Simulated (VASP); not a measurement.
# GaN (rocksalt type) (Fm-3m) in VASP: notebook

Runs on GaN (rocksalt type). Level: PBE. Tasks: relaxation of cell and atoms.

All numbers are computed with VASP 6.6.1; they aren't measurements. Logs are shortened: lines on timing, memory, paths and dates and some standing lists are left out, and cuts for length are marked.

### 1 The cell of the first run

The structure is cubic, space group Fm-3m (No. 225). The conventional cell has a = 4.058 Å, b = 4.058 Å, c = 4.058 Å, α = 90.00°, β = 90.00°, γ = 90.00°. Ga (site symmetry m-3m) has 6 N at 2.03 Å within 2.7 Å. N (site symmetry m-3m) has 6 Ga at 2.03 Å within 2.7 Å.

### 2 Relaxation of cell and atoms, PBE, target pressure 45 GPa, at which the enthalpy is minimised

The input, INCAR:

```
SYSTEM = GaN
PREC = Accurate
ENCUT = 600
EDIFF = 1E-6
ISMEAR = -1
SIGMA = 0.08
LREAL = .FALSE.
LASPH = .TRUE.
NELM = 60
ALGO = Normal
ISIF = 3
LWAVE = .FALSE.
LCHARG = .FALSE.
GGA = PE
IBRION = 2
NSW = 32
EDIFFG = -0.005
PSTRESS = 450.0
```

The input, KPOINTS:

```
regular mesh
0
G
  16 16 16
  0 0 0
```

The input, POSCAR:

```
GaN
1.0
    0.0000000000      2.0289527183      2.0289527183
    2.0289527183      0.0000000000      2.0289527183
    2.0289527183      2.0289527183      0.0000000000
Ga N
1 1
Direct
    0.0000000000      0.0000000000      0.0000000000
    0.5000000000      0.5000000000      0.5000000000
```

Potentials or basis: VASP PAW PBE potentials, release 64 (Ga_d, N).

Run with:

```console
$ cat potpaw_PBE.64/Ga_d/POTCAR potpaw_PBE.64/N/POTCAR > POTCAR
$ mpirun -np 1 vasp_std > vasp.out
```

OUTCAR:

```text
SYSTEM = GaN
   PREC = Accurate
   ENCUT = 600
   EDIFF = 1E-6
   ISMEAR = -1
   LREAL = .FALSE.
   LASPH = .TRUE.
   NELM = 60
   ISIF = 3
   GGA = PE
   IBRION = 2
   NSW = 32
   EDIFFG = -0.005
   PSTRESS = 450.0

 ion  position               nearest neighbor table
   1  0.000  0.000  0.000-   2 2.03   2 2.03   2 2.03   2 2.03   2 2.03   2 2.03
   2  0.500  0.500  0.500-   1 2.03   1 2.03   1 2.03   1 2.03   1 2.03   1 2.03

  LATTYP: Found a face centered cubic cell.
 ALAT       =     4.0579054366

  Lattice vectors:

 A1 = (   0.0000000000,   2.0289527183,   2.0289527183)
 A2 = (   2.0289527183,   0.0000000000,   2.0289527183)
 A3 = (   2.0289527183,   2.0289527183,   0.0000000000)

Analysis of symmetry for initial positions (statically):
=====================================================================
 Subroutine PRICEL returns:
 Original cell was already a primitive cell.

 Routine SETGRP: Setting up the symmetry group for a
 face centered cubic supercell.

 Subroutine GETGRP returns: Found 48 space group operations
 (whereof 48 operations were pure point group operations)
 out of a pool of 48 trial point group operations.

The static configuration has the point symmetry O_h .

Analysis of symmetry for dynamics (positions and initial velocities):
=====================================================================
 Subroutine PRICEL returns:
 Original cell was already a primitive cell.

 Routine SETGRP: Setting up the symmetry group for a
 face centered cubic supercell.

 Subroutine GETGRP returns: Found 48 space group operations
 (whereof 48 operations were pure point group operations)
 out of a pool of 48 trial point group operations.

The dynamic configuration has the point symmetry O_h .

 Subroutine INISYM returns: Found 48 space group operations
 (whereof 48 operations are pure point group operations),
 and found     1 'primitive' translations

----------------------------------------------------------------------------------------

                                     Primitive cell

  volume of cell :      16.7050

  direct lattice vectors                    reciprocal lattice vectors
     0.000000000  2.028952718  2.028952718    -0.246432554  0.246432554  0.246432554
     2.028952718  0.000000000  2.028952718     0.246432554 -0.246432554  0.246432554
     2.028952718  2.028952718  0.000000000     0.246432554  0.246432554 -0.246432554

  length of vectors
     2.869372452  2.869372452  2.869372452     0.426833704  0.426833704  0.426833704

  position of ions in fractional coordinates (direct lattice)
     0.000000000  0.000000000  0.000000000
     0.500000000  0.500000000  0.500000000

  ion indices of the primitive-cell ions
   primitive index   ion index
                 1           1
                 2           2

----------------------------------------------------------------------------------------

 KPOINTS: regular mesh

Automatic generation of k-mesh.
 Grid dimensions read from file:
 generate k-points for:   16   16   16

 Generating k-lattice:

  Cartesian coordinates                     Fractional coordinates (reciprocal lattice)
    -0.015402035  0.015402035  0.015402035     0.062500000  0.000000000  0.000000000
     0.015402035 -0.015402035  0.015402035     0.000000000  0.062500000  0.000000000
     0.015402035  0.015402035 -0.015402035     0.000000000  0.000000000  0.062500000

  Length of vectors
     0.026677106  0.026677106  0.026677106

  Shift w.r.t. Gamma in fractional coordinates (k-lattice)
     0.000000000  0.000000000  0.000000000

 Subroutine IBZKPT returns following result:
 ===========================================

 Found    145 irreducible k-points:

 Following reciprocal coordinates:
            Coordinates               Weight
  0.000000  0.000000  0.000000      1.000000
  0.062500  0.000000  0.000000      8.000000
  0.125000  0.000000  0.000000      8.000000
  0.187500  0.000000  0.000000      8.000000
  0.250000  0.000000  0.000000      8.000000
  0.312500  0.000000  0.000000      8.000000
[... 16 lines left out ...]
 -0.125000  0.062500  0.000000     24.000000
 -0.062500  0.062500  0.000000     12.000000
 [... further k-points ...]
   k-points           NKPTS =    145   k-points in BZ     NKDIM =    145   number of bands    NBANDS=     13
   number of dos      NEDOS =    301   number of ions     NIONS =      2
   total plane-waves  NPLWV =  13824
   dimension x,y,z NGX =    24 NGY =   24 NGZ =   24
   dimension x,y,z NGXF=    48 NGYF=   48 NGZF=   48
   ions per type =               1   1
   NGX,Y,Z   is equivalent  to a cutoff of  13.91, 13.91, 13.91 a.u.
   NGXF,Y,Z  is equivalent  to a cutoff of  27.81, 27.81, 27.81 a.u.
 SYSTEM =  GaN
   PREC   = accura    normal or accurate (medium, high low for compatibility)
   ISTART =      0    job   : 0-new  1-cont  2-samecut
   ICHARG =      2    charge: 1-file 2-atom 10-const
   ISPIN  =      1    spin polarized calculation?
   LNONCOLLINEAR =      F non collinear calculations
   LSORBIT =      F    spin-orbit coupling
   LASPH  =      T    aspherical Exc in radial PAW
   ENCUT  =  600.0 eV  44.10 Ry    6.64 a.u.   5.73  5.73  5.73*2*pi/ulx,y,z
   NELM   =     60;   NELMIN=  2; NELMDL= -5     # of ELM steps
   EDIFF  = 0.1E-05   stopping-criterion for ELM
   LREAL  =      F    real-space projection
   EDIFFG = -.5E-02   stopping-criterion for IOM
   NSW    =     32    number of steps for IOM
   IBRION =      2    ionic relax: 0-MD 1-quasi-New 2-CG
   NFREE  =      1    steps in history (QN), initial steepest desc. (CG)
   ISIF   =      3    stress and relaxation
   ISYM   =      2    0-nonsym 1-usesym 2-fastsym
   POTIM  = 0.5000    time-step for ionic-motion
   TEBEG  =    0.0;   TEEND  =   0.0 temperature during run
   PSTRESS=  450.0 pullay stress
   NELECT =      18.0000    total number of electrons
   NUPDOWN=      -1.0000    fix difference up-down
   EMIN   =  10.00;   EMAX   =-10.00  energy-range for DOS
   EFERMI =   0.00;   METHOD = LEGACY
   ISMEAR =    -1;   SIGMA  =   0.08  broadening in eV -4-tet -1-fermi 0-gaus
   EFERMI_NEDOS =   21; number of points for ismear=-14 and -15
   IALGO  =     38    algorithm
   IMIX   =      4    mixing-type and parameters
     AMIX     =   0.40;   BMIX     =  1.00
     AMIX_MAG =   1.60;   BMIX_MAG =  1.00
  volume/ion in A,a.u.               =       8.35        56.37
  Fermi-wavevector in a.u.,A,eV,Ry     =   1.678355  3.171630 38.325903  2.816874
  Thomas-Fermi vector in A             =   2.762459
   LORBIT       =      0    0 simple, 1 ext, 2 COOP (PROOUT), +10 PAW based schemes
   GGA     = PE    functional components
   LHFCALC =     F    Hartree Fock is set to
   AEXX    =    0.0000 exact exchange contribution
   IVDW    =     0    specifies the selected vdW correction
   LEPSILON=     F    determine dielectric tensor
   LRPA    =     F    only Hartree local field effects (RPA)
 conjugate gradient relaxation of ions
 non-spin polarized calculation
  energy-cutoff  :      600.00
  volume of cell :       16.70
 maximum number of plane-waves:       568
   NGX = 11   NGY = 11   NGZ = 11

--------------------------------------- Ionic step        1  -------------------------------------------

 number of electron      18.0000006 magnetization

 Free energy of the ion-electron system (eV)
  ---------------------------------------------------
  ext. energy  EPLUGINS =         0.00000000
  ---------------------------------------------------
  free energy    TOTEN  =       -10.85677948 eV

  energy without entropy =      -10.85677727  energy(sigma->0) =      -10.85677838

------------------------ aborting loop because EDIFF is reached ----------------------------------------

  FORCE on cell =-STRESS in cart. coord.  units (eV):
  Direction    XX          YY          ZZ          XY          YZ          ZX
  --------------------------------------------------------------------------------------
  -------------------------------------------------------------------------------------
  Total        4.7758402      4.7758402      4.7758402      0.0000000      0.0000000      0.0000000
  in kB      458.0517951    458.0517951    458.0517951      0.0000000      0.0000000      0.0000000
  external PRESSURE =       8.0517951 kB  Pullay stress =     450.0000000 kB

 VOLUME and BASIS-vectors are now :
 -----------------------------------------------------------------------------
  energy-cutoff  :      600.00
  volume of cell :       16.70
      direct lattice vectors                 reciprocal lattice vectors
     0.000000000  2.028952718  2.028952718    -0.246432554  0.246432554  0.246432554
     2.028952718  0.000000000  2.028952718     0.246432554 -0.246432554  0.246432554
     2.028952718  2.028952718  0.000000000     0.246432554  0.246432554 -0.246432554
[... 46 lines left out ...]
  FREE ENERGIE OF THE ION-ELECTRON SYSTEM (eV)
  ---------------------------------------------------
  free  energy   TOTEN  =       -10.8851454972 eV

  energy  without entropy=      -10.8851426656  energy(sigma->0) =      -10.88514408

  enthalpy is  TOTEN    =        -6.1646954876 eV   P V=        4.7204500096

--------------------------------------- Ionic step        3  -------------------------------------------

 number of electron      18.0000006 magnetization

 Free energy of the ion-electron system (eV)
  ---------------------------------------------------
  ext. energy  EPLUGINS =         0.00000000
  ---------------------------------------------------
  free energy    TOTEN  =       -10.86797598 eV

  energy without entropy =      -10.86797353  energy(sigma->0) =      -10.86797475

 E-fermi :  10.3177     XC(G=0): -13.7782

 val. band max:        9.4939531148   @ k =  -0.1875   0.1875   0.0000
 cond. band min:      10.8810378438   @ k =   0.5000   0.5000   0.0000
 fundamental gap:      1.3870847290
 Fermi energy:        10.3176582122

 k-point     1 :       0.0000    0.0000    0.0000
  band No.  band energies     occupation
      1      -9.0966      2.00000
      2      -4.4878      2.00000
      3      -4.4878      2.00000
      4      -4.4878      2.00000
      5      -4.3590      2.00000
      6      -4.3590      2.00000
      7       8.8237      2.00000
      8       8.8237      2.00000
      9       8.8237      2.00000
     10      13.1885      0.00000
     11      24.9375      0.00000
     12      24.9375      0.00000
     13      24.9375      0.00000

 k-point     2 :       0.0625    0.0000    0.0000
  band No.  band energies     occupation
      1      -9.0105      2.00000
      2      -4.4933      2.00000
      3      -4.4815      2.00000
      4      -4.4815      2.00000
      5      -4.3682      2.00000
      6      -4.3682      2.00000
      7       8.3499      2.00000
      8       8.8380      2.00000
      9       8.8380      2.00000
     10      13.5626      0.00000
     11      23.4462      0.00000
[... 339 lines left out ...]
 k-point    24 :      -0.0625    0.0625    0.0000
  band No.  band energies     occupation
      1      -8.8686      2.00000
      2      -4.5030      2.00000
      3      -4.4753      2.00000
      4      -4.4707      2.00000
      5      -4.4023      2.00000
      6      -4.3585      2.00000
      7       7.8189      2.00000
      8       8.5952      2.00000
      9       8.9819      2.00000
     10      14.0672      0.00000
     11      22.5191      0.00000
     12      23.7737      0.00000
     13      25.1678      0.00000

 [... further k-points ...]

------------------------ aborting loop because EDIFF is reached ----------------------------------------

  FORCE on cell =-STRESS in cart. coord.  units (eV):
  Direction    XX          YY          ZZ          XY          YZ          ZX
  --------------------------------------------------------------------------------------
  -------------------------------------------------------------------------------------
  Total        4.7057916      4.7057916      4.7057916      0.0000000     -0.0000000      0.0000000
  in kB      450.2689828    450.2689828    450.2689828      0.0000000     -0.0000000      0.0000000
  external PRESSURE =       0.2689828 kB  Pullay stress =     450.0000000 kB

 VOLUME and BASIS-vectors are now :
 -----------------------------------------------------------------------------
  energy-cutoff  :      600.00
  volume of cell :       16.74
      direct lattice vectors                 reciprocal lattice vectors
     0.000000000  2.030550281  2.030550281    -0.246238670  0.246238670  0.246238670
     2.030550281  0.000000000  2.030550281     0.246238670 -0.246238670  0.246238670
     2.030550281  2.030550281  0.000000000     0.246238670  0.246238670 -0.246238670

 POSITION                                       TOTAL-FORCE (eV/Angst)
 -----------------------------------------------------------------------------------
      0.00000      0.00000      0.00000         0.000000      0.000000     -0.000000
      2.03055      2.03055      2.03055        -0.000000      0.000000      0.000000
 -----------------------------------------------------------------------------------
    total drift:                                0.000000     -0.000000     -0.000000

  FREE ENERGIE OF THE ION-ELECTRON SYSTEM (eV)
  ---------------------------------------------------
  free  energy   TOTEN  =       -10.8679759759 eV

  energy  without entropy=      -10.8679735319  energy(sigma->0) =      -10.86797475

  enthalpy is  TOTEN    =        -6.1649955527 eV   P V=        4.7029804232

 reached required accuracy - stopping structural energy minimisation
```

Run time: 87 s. Hardware: 1 thread of Intel Xeon Platinum 8259CL at 2.50GHz (Skylake/Cascade Lake), shared host; peak memory 0.17 GiB.

Results:

- Free energy: -10.8680 eV
- Relaxed volume: 8.37 Å³/atom
- Relaxed cell: a = 2.872 Å, b = 2.872 Å, c = 2.872 Å, α = 60.00°, β = 60.00°, γ = 60.00°
- Space group after relaxing (to 0.1 Å): Fm-3m (No. 225)
- Energy change on relaxing (the run minimises the enthalpy): -5.6 meV/atom
- Ionic steps: 3
- Pressure after relaxing: 45.0 GPa
- Band gap on the k mesh: 1.39 eV (least direct gap 4.36 eV)

Step by step:
```
step  energy change (eV)  largest force (eV/Å)  pressure (GPa)  volume (Å³)
   1              0.0000                0.0000           45.81        16.70
   2             -0.0284                0.0000           43.40        16.81
   3             -0.0112                0.0000           45.03        16.74
```

Final structure:
```
CELL_PARAMETERS angstrom
0.00000 2.03055 2.03055
2.03055 0.00000 2.03055
2.03055 2.03055 0.00000
ATOMIC_POSITIONS crystal
Ga 0.00000 0.00000 0.00000
N 0.50000 0.50000 0.50000
```

Levels at points of the mesh, in eV from the valence-band top:
| k point | band 5 | band 6 | band 7 | band 8 | band 9 | band 10 | band 11 | band 12 | band 13 |
| --- | --- | --- | --- | --- | --- | --- | --- | --- | --- |
| (0.00, 0.00, 0.00) | -13.85 | -13.85 | -0.67 | -0.67 | -0.67 | 3.69 | 15.44 | 15.44 | 15.44 |
| (0.50, 0.00, 0.00) | -13.67 | -13.67 | -8.88 | -0.16 | -0.16 | 5.21 | 9.80 | 9.80 | 11.07 |
| (0.50, 0.50, 0.00) | -13.59 | -10.69 | -8.11 | -3.53 | -3.53 | 1.39 | 7.96 | 13.16 | 16.12 |

Caveat: the cell is relaxed towards a set pressure, so the run minimises the enthalpy, not the energy.

(Part 1 of 2 ends here.)
